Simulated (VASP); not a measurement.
## BP: relaxation of cell and atoms with r2SCAN

Crystal: BP.

```
B P
1.0
     0.00000    2.26900    2.26900
     2.26900    0.00000    2.26900
     2.26900    2.26900    0.00000
B P
1 1
Direct
  0.00000 0.00000 0.00000
  0.25000 0.25000 0.25000
```

```yaml
Program: VASP 6.6.1
Task: relaxation of cell and atoms
Functional: r2SCAN
Potentials_or_basis: VASP PAW PBE potentials, release 64 (B, P)
Cutoff: 600 eV
k_mesh: 10 × 10 × 10
Occupations: gaussian, width 0.02 eV
Spin: no spin polarisation
Dipole_correction: no
Further_INCAR_settings: ALGO = Normal; EDIFF = 1e-07; IBRION = 2; EDIFFG = -0.005; NSW = 100; ISIF = 3
```

```
Relaxed volume                         : 11.64 Å³/atom
Relaxed cell                           : a = 3.205 Å, b = 3.205 Å, c = 3.205 Å, α = 60.00°, β = 60.00°, γ = 60.00°
Space group after relaxing (to 0.05 Å) : F-43m (No. 216)
Energy gained by relaxing              : 0.1 meV/atom
Ionic steps                            : 3
Pressure after relaxing                : 0.0 GPa
Band gap on the k mesh                 : 1.44 eV, indirect (least direct gap 3.65 eV)
```

The path:
| step | energy change (eV) | largest force (eV/Å) | pressure (GPa) | volume (Å³) |
| --- | --- | --- | --- | --- |
| 1 | 0.0000 | 0.0000 | -0.66 | 23.36 |
| 2 | -0.0001 | 0.0000 | 0.53 | 23.20 |
| 3 | -0.0002 | 0.0000 | 0.01 | 23.27 |

Final structure:
```
B P
1.0
     0.00000    2.26602    2.26602
     2.26602    0.00000    2.26602
     2.26602    2.26602    0.00000
B P
1 1
Direct
  0.00000 0.00000 0.00000
  0.25000 0.25000 0.25000
```

Levels at points of the mesh, in eV from the valence-band top:
| k point | band 2 | band 3 | band 4 | band 5 | band 6 | band 7 |
| --- | --- | --- | --- | --- | --- | --- |
| (0.00, 0.00, 0.00) | 0.00 | 0.00 | 0.00 | 3.65 | 3.65 | 3.65 |
| (0.50, 0.00, 0.00) | -9.53 | -1.87 | -1.87 | 4.16 | 5.03 | 5.03 |
| (0.50, 0.50, 0.00) | -9.15 | -4.36 | -4.36 | 1.53 | 1.91 | 13.10 |

Wall time 110 s on 1 thread of Intel(R) Xeon(R) Platinum 8259CL CPU @ 2.50GHz (Skylake/Cascade Lake), with other jobs on the host, peak memory 0.16 GiB.

Caveat: the PAW data sets were made with another functional, which shifts forces and pressure a little. A k mesh can miss the band edges.
